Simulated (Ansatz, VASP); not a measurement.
# KCl in VASP and in Ansatz

```
K Cl
1.0
     0.00000    2.99169    2.99169
     2.99169    0.00000    2.99169
     2.99169    2.99169    0.00000
K Cl
1 1
Direct
  0.00000 0.00000 0.00000
  0.50000 0.50000 0.50000
```

Change from the starting cell: hydrostatic strain -4.9%.

Alike in both runs: task single point; functional r2SCAN; k mesh 8 × 8 × 8; no spin polarisation.

```csv
,VASP,Ansatz
version,VASP 6.6.1,Ansatz 0.2.0
potentials or method,"VASP PAW PBE potentials, release 64 (K_sv, Cl)","plane waves, PAW"
plane-wave cutoff (eV),520,500
occupations,"gaussian, width 0.01 eV",fixed
valence electrons in the cell,16,16
```

|  | VASP | Ansatz | Ansatz less VASP |
| --- | --- | --- | --- |
| gap on the k mesh at the Fermi level (eV) | 6.42 | 6.42 | -0.004 |
| pressure (GPa) | 4.2 | 4.2 | -0.01 |

VASP's potentials were made for PBE, not for r2SCAN.
